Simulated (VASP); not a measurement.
Here is a VASP 6.6.1 calculation.

The input INCAR:

```
  PREC = Accurate
  ENCUT = 400
  EDIFF = 1E-8
  ISMEAR = -1
  SIGMA = 0.05
  LREAL = F
  LASPH = T
  NELM = 120
  ALGO = Normal
  ISIF = 2
  LWAVE = F
  LCHARG = F
  GGA = PE
  LEFG = T
  ISYM = 0
  NBANDS = 12
  GGA_COMPAT = F
```

The input KPOINTS:

```
regular mesh
0
Gamma
  14 14 16
```

Contents of POSCAR:

```
Ga
1.0
   -1.4180400000      1.4180400000      2.2290000000
    1.4180400000     -1.4180400000      2.2290000000
    1.4180400000      1.4180400000     -2.2290000000
Ga
1
Direct
    0.0000000000      0.0000000000      0.0000000000
```

Potentials or basis: VASP PAW PBE potentials, release 64 (Ga_d).

The run is started by

```console
$ cat potpaw_PBE.64/Ga_d/POTCAR > POTCAR
$ mpirun -np 1 vasp_std > vasp.out
```

**Question.** Estimate the band gap on the k mesh.

**Answer.** Zero (an odd number of electrons rules out a gap without spin polarisation).

**Question.** What does it give for the pressure?

**Answer.** 2.6 GPa.

Stress tensor (GPa, compression positive):
```
 2.69 -0.10  0.09
-0.10  2.69  0.09
 0.09  0.09  2.36
```

Caveat: the cell differs from its parent crystal (equal xx and yy strain of +1 %); without QUAD_EFG the Cq values of the log hold for a quadrupole moment of 1 mb, not for the nuclei.
